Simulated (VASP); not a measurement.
# TiC (Fm-3m) in VASP: a series of runs

TiC is run at these levels: PBEsol; tasks: single point.

Everything below comes from runs of VASP 6.6.1. Logs are shortened: lines on timing, memory, paths and dates and some standing lists are left out, and cuts for length are marked.

### 1 The cell of the first run

The structure is cubic, space group Fm-3m (No. 225). Conventional cell: a = 4.198 Å, b = 4.198 Å, c = 4.198 Å, α = 90.00°, β = 90.00°, γ = 90.00°. Ti (site symmetry m-3m) has 6 C at 2.10 Å within 2.8 Å. C (site symmetry m-3m) has 6 Ti at 2.10 Å within 2.8 Å.

### 2 Single point, PBEsol (strain -0.030 along x and y, -0.030 along z)

INCAR

```
SYSTEM = TiC
PREC     = Accurate       ! precision mode
ENCUT    = 520            ! plane-wave cutoff, eV
EDIFF    = 1E-6           ! SCF threshold, eV
ISMEAR   = 0              ! smearing method
SIGMA    = 0.15           ! smearing width, eV
LREAL    = .False.        ! projectors in reciprocal space
LASPH    = .True.         ! aspherical terms in the spheres
NELM     = 80             ! most SCF steps
ALGO     = Normal         ! electronic algorithm
ISIF     = 2              ! what is computed and relaxed
LWAVE    = .False.        ! write WAVECAR
LCHARG   = .False.        ! write CHGCAR
GGA      = PS             ! functional
NBANDS   = 15             ! bands
```

KPOINTS

```
regular mesh
0
Gamma
  18 18 18
  0 0 0
```

POSCAR

```
TiC
1.0
    0.0000000000      2.0990800000      2.0990800000
    2.0990800000      0.0000000000      2.0990800000
    2.0990800000      2.0990800000      0.0000000000
Ti C
1 1
Direct
    0.0000000000      0.0000000000      0.0000000000
    0.5000000000      0.5000000000      0.5000000000
```

Potentials or basis: VASP PAW PBE potentials, release 64 (Ti_sv, C).

The run is started by

```console
cat potpaw_PBE.64/Ti_sv/POTCAR potpaw_PBE.64/C/POTCAR > POTCAR
mpirun -np 1 vasp_std > vasp.out
```

OUTCAR:

```text
SYSTEM = TiC
   PREC = Accurate
   ENCUT = 520
   EDIFF = 1E-6
   ISMEAR = 0
   LREAL = .False.
   LASPH = .True.
   NELM = 80
   ISIF = 2
   GGA = PS

 ion  position               nearest neighbor table
   1  0.000  0.000  0.000-   2 2.10   2 2.10   2 2.10   2 2.10   2 2.10   2 2.10
   2  0.500  0.500  0.500-   1 2.10   1 2.10   1 2.10   1 2.10   1 2.10   1 2.10

  LATTYP: Found a face centered cubic cell.
 ALAT       =     4.1981600000

  Lattice vectors:

 A1 = (   0.0000000000,   2.0990800000,   2.0990800000)
 A2 = (   2.0990800000,   0.0000000000,   2.0990800000)
 A3 = (   2.0990800000,   2.0990800000,   0.0000000000)

Analysis of symmetry for initial positions (statically):
=====================================================================
 Subroutine PRICEL returns:
 Original cell was already a primitive cell.

 Routine SETGRP: Setting up the symmetry group for a
 face centered cubic supercell.

 Subroutine GETGRP returns: Found 48 space group operations
 (whereof 48 operations were pure point group operations)
 out of a pool of 48 trial point group operations.

The static configuration has the point symmetry O_h .

Analysis of symmetry for dynamics (positions and initial velocities):
=====================================================================
 Subroutine PRICEL returns:
 Original cell was already a primitive cell.

 Routine SETGRP: Setting up the symmetry group for a
 face centered cubic supercell.

 Subroutine GETGRP returns: Found 48 space group operations
 (whereof 48 operations were pure point group operations)
 out of a pool of 48 trial point group operations.

The dynamic configuration has the point symmetry O_h .

 Subroutine INISYM returns: Found 48 space group operations
 (whereof 48 operations are pure point group operations),
 and found     1 'primitive' translations

----------------------------------------------------------------------------------------

                                     Primitive cell

  volume of cell :      18.4977

  direct lattice vectors                    reciprocal lattice vectors
     0.000000000  2.099080000  2.099080000    -0.238199592  0.238199592  0.238199592
     2.099080000  0.000000000  2.099080000     0.238199592 -0.238199592  0.238199592
     2.099080000  2.099080000  0.000000000     0.238199592  0.238199592 -0.238199592

  length of vectors
     2.968547405  2.968547405  2.968547405     0.412573796  0.412573796  0.412573796

  position of ions in fractional coordinates (direct lattice)
     0.000000000  0.000000000  0.000000000
     0.500000000  0.500000000  0.500000000

  ion indices of the primitive-cell ions
   primitive index   ion index
                 1           1
                 2           2

----------------------------------------------------------------------------------------

 KPOINTS: regular mesh

Automatic generation of k-mesh.
 Grid dimensions read from file:
 generate k-points for:   18   18   18

 Generating k-lattice:

  Cartesian coordinates                     Fractional coordinates (reciprocal lattice)
    -0.013233311  0.013233311  0.013233311     0.055555556  0.000000000  0.000000000
     0.013233311 -0.013233311  0.013233311     0.000000000  0.055555556  0.000000000
     0.013233311  0.013233311 -0.013233311     0.000000000  0.000000000  0.055555556

  Length of vectors
     0.022920766  0.022920766  0.022920766

  Shift w.r.t. Gamma in fractional coordinates (k-lattice)
     0.000000000  0.000000000  0.000000000

 Subroutine IBZKPT returns following result:
 ===========================================

 Found    195 irreducible k-points:

 Following reciprocal coordinates:
            Coordinates               Weight
  0.000000  0.000000  0.000000      1.000000
  0.055556  0.000000  0.000000      8.000000
  0.111111  0.000000  0.000000      8.000000
  0.166667  0.000000  0.000000      8.000000
  0.222222  0.000000  0.000000      8.000000
  0.277778  0.000000  0.000000      8.000000
[... 16 lines left out ...]
 -0.277778  0.055556  0.000000     24.000000
 -0.222222  0.055556  0.000000     24.000000
 [... further k-points ...]
   k-points           NKPTS =    195   k-points in BZ     NKDIM =    195   number of bands    NBANDS=     15
   number of dos      NEDOS =    301   number of ions     NIONS =      2
   total plane-waves  NPLWV =  13824
   dimension x,y,z NGX =    24 NGY =   24 NGZ =   24
   dimension x,y,z NGXF=    48 NGYF=   48 NGZF=   48
   ions per type =               1   1
   NGX,Y,Z   is equivalent  to a cutoff of  13.44, 13.44, 13.44 a.u.
   NGXF,Y,Z  is equivalent  to a cutoff of  26.88, 26.88, 26.88 a.u.
 SYSTEM =  TiC
   PREC   = accura    normal or accurate (medium, high low for compatibility)
   ISTART =      0    job   : 0-new  1-cont  2-samecut
   ICHARG =      2    charge: 1-file 2-atom 10-const
   ISPIN  =      1    spin polarized calculation?
   LNONCOLLINEAR =      F non collinear calculations
   LSORBIT =      F    spin-orbit coupling
   LASPH  =      T    aspherical Exc in radial PAW
   ENCUT  =  520.0 eV  38.22 Ry    6.18 a.u.   5.52  5.52  5.52*2*pi/ulx,y,z
   NELM   =     80;   NELMIN=  2; NELMDL= -5     # of ELM steps
   EDIFF  = 0.1E-05   stopping-criterion for ELM
   LREAL  =      F    real-space projection
[... 7 lines left out ...]
   TEBEG  =    0.0;   TEEND  =   0.0 temperature during run
   PSTRESS=    0.0 pullay stress
   NELECT =      16.0000    total number of electrons
   NUPDOWN=      -1.0000    fix difference up-down
   EMIN   =  10.00;   EMAX   =-10.00  energy-range for DOS
   EFERMI =   0.00;   METHOD = LEGACY
   ISMEAR =     0;   SIGMA  =   0.15  broadening in eV -4-tet -1-fermi 0-gaus
   EFERMI_NEDOS =   21; number of points for ismear=-14 and -15
   IALGO  =     38    algorithm
   IMIX   =      4    mixing-type and parameters
     AMIX     =   0.40;   BMIX     =  1.00
     AMIX_MAG =   1.60;   BMIX_MAG =  1.00
  volume/ion in A,a.u.               =       9.25        62.41
  Fermi-wavevector in a.u.,A,eV,Ry     =   1.559825  2.947642 33.103704  2.433054
  Thomas-Fermi vector in A             =   2.663127
   LORBIT       =      0    0 simple, 1 ext, 2 COOP (PROOUT), +10 PAW based schemes
   GGA     = PS    functional components
   LHFCALC =     F    Hartree Fock is set to
   AEXX    =    0.0000 exact exchange contribution
   IVDW    =     0    specifies the selected vdW correction
   LEPSILON=     F    determine dielectric tensor
   LRPA    =     F    only Hartree local field effects (RPA)
 non-spin polarized calculation
 Gauss-broadening in eV      SIGMA  =   0.15
  energy-cutoff  :      520.00
  volume of cell :       18.50
 maximum number of plane-waves:       531
 NGX is ok and might be reduce to    24
   NGX = 11   NGY = 11   NGZ = 11

 number of electron      15.9999997 magnetization

 Free energy of the ion-electron system (eV)
  ---------------------------------------------------
  ext. energy  EPLUGINS =         0.00000000
  ---------------------------------------------------
  free energy    TOTEN  =       -19.72319951 eV

  energy without entropy =      -19.71989267  energy(sigma->0) =      -19.72154609

 E-fermi :  10.4446     XC(G=0): -13.3534

 val. band max:       10.4428037367   @ k =   0.4444   0.4444   0.0000
 cond. band min:      10.4686723295   @ k =  -0.0556   0.0556   0.0000
 fundamental gap:      0.0258685928
 Fermi energy:        10.4445800926

 k-point     1 :       0.0000    0.0000    0.0000
  band No.  band energies     occupation
      1     -45.6203      2.00000
      2     -21.6861      2.00000
      3     -21.6861      2.00000
      4     -21.6861      2.00000
      5      -2.3576      2.00000
      6      11.1285      0.00000
      7      11.1285      0.00000
      8      11.1285      0.00000
      9      12.2680      0.00000
     10      12.2680      0.00000
     11      12.2680      0.00000
     12      12.3683      0.00000
     13      12.3683      0.00000
     14      22.3530      0.00000
     15      24.7404      0.00000

 k-point     2 :       0.0556    0.0000    0.0000
  band No.  band energies     occupation
      1     -45.6169      2.00000
      2     -21.7088      2.00000
      3     -21.6881      2.00000
      4     -21.6881      2.00000
      5      -2.2780      2.00000
      6      10.7388      0.00554
      7      10.9876      0.00000
      8      10.9876      0.00000
      9      11.5857      0.00000
     10      11.5857      0.00000
     11      12.4947      0.00000
     12      13.3098      0.00000
     13      13.3098      0.00000
     14      22.4736      0.00000
     15      24.8129      0.00000

 k-point     3 :       0.1111    0.0000    0.0000
  band No.  band energies     occupation
      1     -45.6071      2.00000
      2     -21.7737      2.00000
      3     -21.6939      2.00000
      4     -21.6939      2.00000
      5      -2.0434      2.00000
      6       9.9444      2.00000
      7      10.2995      1.82850
      8      10.2995      1.82850
      9      11.5710      0.00000
     10      11.5710      0.00000
     11      12.8413      0.00000
     12      14.3598      0.00000
     13      14.3598      0.00000
     14      22.7748      0.00000
     15      24.9662      0.00000
[... 343 lines left out ...]
 k-point    23 :      -0.2778    0.0556    0.0000
  band No.  band energies     occupation
      1     -45.5452      2.00000
      2     -22.1528      2.00000
      3     -21.7543      2.00000
      4     -21.7197      2.00000
      5      -0.3185      2.00000
      6       6.6451      2.00000
      7       7.9895      2.00000
      8       8.2144      2.00000
      9      12.5202      0.00000
     10      12.9418      0.00000
     11      14.0125      0.00000
     12      17.1436      0.00000
     13      18.2367      0.00000
     14      21.9434      0.00000
     15      26.2981      0.00000

 k-point    24 :      -0.2222    0.0556    0.0000
  band No.  band energies     occupation
      1     -45.5646      2.00000
      2     -22.0336      2.00000
      3     -21.7424      2.00000
      4     -21.7077      2.00000
      5      -0.9280      2.00000
      6       7.6018      2.00000
      7       8.4816      2.00000
      8       8.7430      2.00000
      9      12.0921      0.00000
     10      12.5799      0.00000
     11      13.6885      0.00000
     12      16.2097      0.00000
     13      17.3538      0.00000
     14      22.7715      0.00000
     15      25.6306      0.00000

 [... further k-points ...]

------------------------ aborting loop because EDIFF is reached ----------------------------------------

  FORCE on cell =-STRESS in cart. coord.  units (eV):
  Direction    XX          YY          ZZ          XY          YZ          ZX
  --------------------------------------------------------------------------------------
  -------------------------------------------------------------------------------------
  Total        2.3954835      2.3954835      2.3954835      0.0000000      0.0000000      0.0000000
  in kB      207.4850433    207.4850433    207.4850433      0.0000000      0.0000000      0.0000000
  external PRESSURE =     207.4850433 kB  Pullay stress =       0.0000000 kB

 VOLUME and BASIS-vectors are now :
 -----------------------------------------------------------------------------
  energy-cutoff  :      520.00
  volume of cell :       18.50
      direct lattice vectors                 reciprocal lattice vectors
     0.000000000  2.099080000  2.099080000    -0.238199592  0.238199592  0.238199592
     2.099080000  0.000000000  2.099080000     0.238199592 -0.238199592  0.238199592
     2.099080000  2.099080000  0.000000000     0.238199592  0.238199592 -0.238199592

 POSITION                                       TOTAL-FORCE (eV/Angst)
 -----------------------------------------------------------------------------------
      0.00000      0.00000      0.00000         0.000000      0.000000      0.000000
      2.09908      2.09908      2.09908         0.000000      0.000000      0.000000
 -----------------------------------------------------------------------------------
    total drift:                                0.000000     -0.000000     -0.000000

  FREE ENERGIE OF THE ION-ELECTRON SYSTEM (eV)
  ---------------------------------------------------
  free  energy   TOTEN  =       -19.7231995135 eV

  energy  without entropy=      -19.7198926737  energy(sigma->0) =      -19.72154609
```

It took 50 s on 1 thread of Intel Xeon Platinum 8259CL at 2.50GHz (Skylake/Cascade Lake), shared host; peak memory 0.18 GiB.

What came out:

| Property | Result |
| --- | --- |
| Free energy | -19.7232 eV |
| Pressure | 20.7 GPa |
| Band gap on the k mesh | zero (bands 8 and 9 overlap by 1.11 eV) |

Caveat: the cell differs from its parent crystal (strain -0.030 along x and y, -0.030 along z); the cell stands under pressure; the PAW data sets were made with another functional, which shifts forces and pressure a little.

### 3 Single point, PBEsol (strain -0.015 along x and y, -0.015 along z)

INCAR

```
PREC = Accurate
ENCUT = 520
EDIFF = 1E-6
ISMEAR = 0
SIGMA = 0.15
LREAL = False
LASPH = True
NELM = 60
ALGO = Normal
ISIF = 2
LWAVE = False
LCHARG = True
GGA = PS
LELF = True
LVHAR = True
NBANDS = 15
```

KPOINTS

```
regular mesh
0
Gamma
  18 18 18
```

POSCAR

```
TiC
1.0
    0.0000000000      2.1315400000      2.1315400000
    2.1315400000      0.0000000000      2.1315400000
    2.1315400000      2.1315400000      0.0000000000
Ti C
1 1
Direct
    0.0000000000      0.0000000000      0.0000000000
    0.5000000000      0.5000000000      0.5000000000
```

Potentials or basis: VASP PAW PBE potentials, release 64 (Ti_sv, C).

The run is started by

```console
cat potpaw_PBE.64/Ti_sv/POTCAR potpaw_PBE.64/C/POTCAR > POTCAR
mpirun -np 1 vasp_std > vasp.out
```

Wall time 47 s (1 thread of Intel Xeon Platinum 8259CL at 2.50GHz (Skylake/Cascade Lake), shared host); peak memory 0.18 GiB.

Results (log left out):

```
Free energy            : -19.7954 eV
Pressure               : 6.0 GPa
Band gap on the k mesh : zero (bands 8 and 9 overlap by 1.09 eV)
```

Levels at points of the mesh, in eV from the Fermi level:
```csv
k point,band 5,band 6,band 7,band 8,band 9,band 10,band 11,band 12
"(0.00, 0.00, 0.00)",-12.59,0.68,0.68,0.68,1.76,1.76,1.76,1.83
"(0.50, 0.00, 0.00)",-8.83,-6.10,-3.05,-3.05,3.11,3.11,4.39,8.43
"(0.50, 0.50, 0.00)",-10.25,-3.47,-1.82,0.02,0.02,2.91,3.76,3.76
```

Caveat: the cell differs from its parent crystal (strain -0.015 along x and y, -0.015 along z); the cell stands under pressure; the PAW data sets were made with another functional, which shifts forces and pressure a little.

The gap in the log of VASP goes by the Fermi energy; the results here count the filled bands.